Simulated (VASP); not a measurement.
# Ba (Pm-3m) in VASP: single point with PBE

Aim: the single point of Ba with PBE.

Program: VASP 6.6.1. These are calculated values, not measurements. Logs are shortened: lines on timing, memory, paths and dates and some standing lists are left out, and cuts for length are marked.

## Step 1: The cell of the first run

It takes space group Pm-3m (No. 221, cubic). The conventional cell has a = 3.985 Å, b = 3.985 Å, c = 3.985 Å, α = 90.00°, β = 90.00°, γ = 90.00°. Within 5.2 Å of Ba (site symmetry m-3m) lie 6 Ba at 3.98 Å.

This isn't the form of Ba at room conditions, which is bcc.

## Step 2: Single point, PBE

File INCAR:

```
SYSTEM = Ba
ALGO = Fast
EDIFF = 1E-6
ENCUT = 520
GGA = PE
ISIF = 2
ISMEAR = 0
LASPH = .True.
LCHARG = .True.
LELF = .True.
LREAL = .False.
LVHAR = .True.
LWAVE = .False.
NBANDS = 11
NELM = 60
PREC = Accurate
SIGMA = 0.15
```

File KPOINTS:

```
k-points
0
Gamma
  18 18 18
  0 0 0
```

File POSCAR:

```
Ba
1.0
   -1.3281738692      2.6563477383      2.6563477383
    2.6563477383     -1.3281738692      2.6563477383
    2.6563477383      2.6563477383     -1.3281738692
Ba
1
Direct
    0.0000000000      0.0000000000      0.0000000000
```

Potentials or basis: VASP PAW PBE potentials, release 64 (Ba_sv).

On the command line:

```console
> cat potpaw_PBE.64/Ba_sv/POTCAR > POTCAR
> mpirun -np 1 vasp_std > vasp.out
```

OUTCAR:

```text
SYSTEM = Ba
   EDIFF = 1E-6
   ENCUT = 520
   GGA = PE
   ISIF = 2
   ISMEAR = 0
   LASPH = .True.
   LREAL = .False.
   NELM = 60
   PREC = Accurate

 ion  position               nearest neighbor table
   1  0.000  0.000  0.000-

  LATTYP: Found a simple cubic cell.
 ALAT       =     3.9845216075

  Lattice vectors:

 A1 = (  -1.3281738692,   2.6563477383,   2.6563477383)
 A2 = (   2.6563477383,  -1.3281738692,   2.6563477383)
 A3 = (   2.6563477383,   2.6563477383,  -1.3281738692)

Analysis of symmetry for initial positions (statically):
=====================================================================
 Subroutine PRICEL returns:
 Original cell was already a primitive cell.

 Routine SETGRP: Setting up the symmetry group for a
 simple cubic supercell.

 Subroutine GETGRP returns: Found 48 space group operations
 (whereof 48 operations were pure point group operations)
 out of a pool of 48 trial point group operations.

The static configuration has the point symmetry O_h .

Analysis of symmetry for dynamics (positions and initial velocities):
=====================================================================
 Subroutine PRICEL returns:
 Original cell was already a primitive cell.

 Routine SETGRP: Setting up the symmetry group for a
 simple cubic supercell.

 Subroutine GETGRP returns: Found 48 space group operations
 (whereof 48 operations were pure point group operations)
 out of a pool of 48 trial point group operations.

The dynamic configuration has the point symmetry O_h .

 Subroutine INISYM returns: Found 48 space group operations
 (whereof 48 operations are pure point group operations),
 and found     1 'primitive' translations

----------------------------------------------------------------------------------------

                                     Primitive cell

  volume of cell :      63.2599

  direct lattice vectors                    reciprocal lattice vectors
    -1.328173869  2.656347738  2.656347738    -0.083657053  0.167314105  0.167314105
     2.656347738 -1.328173869  2.656347738     0.167314105 -0.083657053  0.167314105
     2.656347738  2.656347738 -1.328173869     0.167314105  0.167314105 -0.083657053

  length of vectors
     3.984521607  3.984521607  3.984521607     0.250971158  0.250971158  0.250971158

  position of ions in fractional coordinates (direct lattice)
     0.000000000  0.000000000  0.000000000
[... 75 lines left out ...]
   NELM   =     60;   NELMIN=  2; NELMDL= -5     # of ELM steps
   EDIFF  = 0.1E-05   stopping-criterion for ELM
   LREAL  =      F    real-space projection
[... 7 lines left out ...]
   TEBEG  =    0.0;   TEEND  =   0.0 temperature during run
   PSTRESS=    0.0 pullay stress
   NELECT =      10.0000    total number of electrons
   NUPDOWN=      -1.0000    fix difference up-down
   EMIN   =  10.00;   EMAX   =-10.00  energy-range for DOS
   EFERMI =   0.00;   METHOD = LEGACY
   ISMEAR =     0;   SIGMA  =   0.15  broadening in eV -4-tet -1-fermi 0-gaus
   EFERMI_NEDOS =   21; number of points for ismear=-14 and -15
   IALGO  =     68    algorithm
   IMIX   =      4    mixing-type and parameters
     AMIX     =   0.40;   BMIX     =  1.00
     AMIX_MAG =   1.60;   BMIX_MAG =  1.00
  volume/ion in A,a.u.               =      63.26       426.90
  Fermi-wavevector in a.u.,A,eV,Ry     =   0.885181  1.672749 10.660777  0.783545
  Thomas-Fermi vector in A             =   2.006180
   LORBIT       =      0    0 simple, 1 ext, 2 COOP (PROOUT), +10 PAW based schemes
   GGA     = PE    functional components
   LHFCALC =     F    Hartree Fock is set to
   AEXX    =    0.0000 exact exchange contribution
   IVDW    =     0    specifies the selected vdW correction
   LEPSILON=     F    determine dielectric tensor
   LRPA    =     F    only Hartree local field effects (RPA)
 non-spin polarized calculation
 RMM-DIIS sequential band-by-band and
 Gauss-broadening in eV      SIGMA  =   0.15
  energy-cutoff  :      520.00
  volume of cell :       63.26
 maximum number of plane-waves:      1743
 NGX is ok and might be reduce to    30
   NGX = 15   NGY = 15   NGZ = 15

 number of electron      10.0000000 magnetization

 number of electron       9.9999999 magnetization

 Free energy of the ion-electron system (eV)
  ---------------------------------------------------
  ext. energy  EPLUGINS =         0.00000000
  ---------------------------------------------------
  free energy    TOTEN  =        -1.60216805 eV

  energy without entropy =       -1.59507368  energy(sigma->0) =       -1.59862087

 E-fermi :   1.5675     XC(G=0):  -7.3791

 val. band max:        1.5425773613   @ k =   0.5000   0.5000   0.5000
 cond. band min:       1.5831309263   @ k =   0.5000   0.2222   0.0556
 fundamental gap:      0.0405535650
 Fermi energy:         1.5674672131

 k-point     1 :       0.0000    0.0000    0.0000
  band No.  band energies     occupation
      1     -27.6302      2.00000
      2     -12.4880      2.00000
      3     -12.4880      2.00000
      4     -12.4880      2.00000
      5      -1.0102      2.00000
      6       1.6215      0.61067
      7       1.6215      0.61067
      8       6.2954      0.00000
      9       6.2954      0.00000
     10       6.2954      0.00000
     11       9.0084      0.00000
[... 309 lines left out ...]
 k-point    24 :       0.3333    0.1111    0.0000
  band No.  band energies     occupation
      1     -27.5844      2.00000
      2     -12.9811      2.00000
      3     -12.5219      2.00000
      4     -12.4354      2.00000
      5       0.3877      2.00000
      6       2.1448      0.00000
      7       2.5131      0.00000
      8       4.2743      0.00000
      9       4.5480      0.00000
     10       6.1281      0.00000
     11       7.3510      0.00000

 [... further k-points ...]

------------------------ aborting loop because EDIFF is reached ----------------------------------------

  FORCE on cell =-STRESS in cart. coord.  units (eV):
  Direction    XX          YY          ZZ          XY          YZ          ZX
  --------------------------------------------------------------------------------------
  -------------------------------------------------------------------------------------
  Total       -0.0324230     -0.0324230     -0.0324230      0.0000000      0.0000000      0.0000000
  in kB       -0.8211736     -0.8211736     -0.8211736      0.0000000      0.0000000      0.0000000
  external PRESSURE =      -0.8211736 kB  Pullay stress =       0.0000000 kB

 VOLUME and BASIS-vectors are now :
 -----------------------------------------------------------------------------
  energy-cutoff  :      520.00
  volume of cell :       63.26
      direct lattice vectors                 reciprocal lattice vectors
    -1.328173869  2.656347738  2.656347738    -0.083657053  0.167314105  0.167314105
     2.656347738 -1.328173869  2.656347738     0.167314105 -0.083657053  0.167314105
     2.656347738  2.656347738 -1.328173869     0.167314105  0.167314105 -0.083657053

 POSITION                                       TOTAL-FORCE (eV/Angst)
 -----------------------------------------------------------------------------------
      0.00000      0.00000      0.00000        -0.000000      0.000000     -0.000000
 -----------------------------------------------------------------------------------
    total drift:                               -0.000000     -0.000000      0.000000

  FREE ENERGIE OF THE ION-ELECTRON SYSTEM (eV)
  ---------------------------------------------------
  free  energy   TOTEN  =        -1.6021680461 eV

  energy  without entropy=       -1.5950736846  energy(sigma->0) =       -1.59862087
```

OSZICAR:

```text
N       E                     dE             d eps       ncg     rms          rms(c)
DAV:   1     0.560152109867E+02    0.56015E+02   -0.41956E+03  4840   0.744E+02
DAV:   2     0.122269575179E+01   -0.54793E+02   -0.53208E+02  5854   0.137E+02
DAV:   3    -0.151865252853E+01   -0.27413E+01   -0.27245E+01  6313   0.320E+01
DAV:   4    -0.159792060335E+01   -0.79268E-01   -0.79152E-01  6299   0.498E+00
DAV:   5    -0.160031065291E+01   -0.23900E-02   -0.23898E-02  6720   0.681E-01    0.183E+00
RMM:   6    -0.160050291454E+01   -0.19226E-03   -0.45675E-03  5441   0.649E-01    0.110E+00
RMM:   7    -0.160163335928E+01   -0.11304E-02   -0.15507E-02  6315   0.123E+00    0.792E-02
RMM:   8    -0.160211439741E+01   -0.48104E-03   -0.22528E-03  6601   0.293E-01    0.137E-02
RMM:   9    -0.160216053942E+01   -0.46142E-04   -0.34798E-04  7395   0.970E-02    0.113E-02
RMM:  10    -0.160216525423E+01   -0.47148E-05   -0.52603E-05  7365   0.350E-02    0.665E-03
RMM:  11    -0.160216754798E+01   -0.22937E-05   -0.13985E-05  6959   0.243E-02    0.141E-03
RMM:  12    -0.160216804611E+01   -0.49813E-06   -0.47307E-06  5987   0.951E-03
   1 F= -.16021680E+01 E0= -.15986209E+01  d E =-.709436E-02
```

stdout:

```text
POSCAR found type information on POSCAR Ba
 POSCAR found :  1 types and       1 ions
 scaLAPACK will be used
 LDA part: xc-table for (Slater+PW92), standard interpolation
 POSCAR, INCAR and KPOINTS ok, starting setup
 FFT: planning ... GRIDC
 FFT: planning ... GRID_SOFT
 FFT: planning ... GRID
 WAVECAR not read
 entering main loop
WARNING in EDDRMM: call to ZHEGV failed, returncode =   6  3      8
WARNING in EDDRMM: call to ZHEGV failed, returncode =   8  4     11
WARNING in EDDRMM: call to ZHEGV failed, returncode =   6  3      8
```

Run time: 56 s. Hardware: 1 thread of AMD EPYC 9R45 (Zen 5), shared host; peak memory 0.25 GiB.

What came out:

| Quantity | Value |
| --- | --- |
| Free energy | -1.6022 eV |
| Pressure | -0.1 GPa |
| Band gap on the k mesh | zero (bands 5 and 6 overlap by 0.12 eV) |

Levels at points of the mesh, in eV from the Fermi level:
```csv
k point,band 2,band 3,band 4,band 5,band 6,band 7,band 8,band 9
"(0.00, 0.00, 0.00)",-14.06,-14.06,-14.06,-2.58,0.05,0.05,4.73,4.73
"(0.50, 0.00, 0.00)",-14.71,-13.99,-13.99,-0.73,0.61,0.73,2.57,2.57
"(0.50, 0.50, 0.00)",-14.62,-14.62,-13.94,-0.95,0.66,3.04,3.04,3.25
"(0.50, 0.50, 0.50)",-14.53,-14.53,-14.53,-0.02,-0.02,-0.02,3.91,6.44
```

Caveat: spin-orbit coupling is left out, which moves the levels of the heavy elements.

The gap in the log of VASP goes by the Fermi energy; the results here count the filled bands.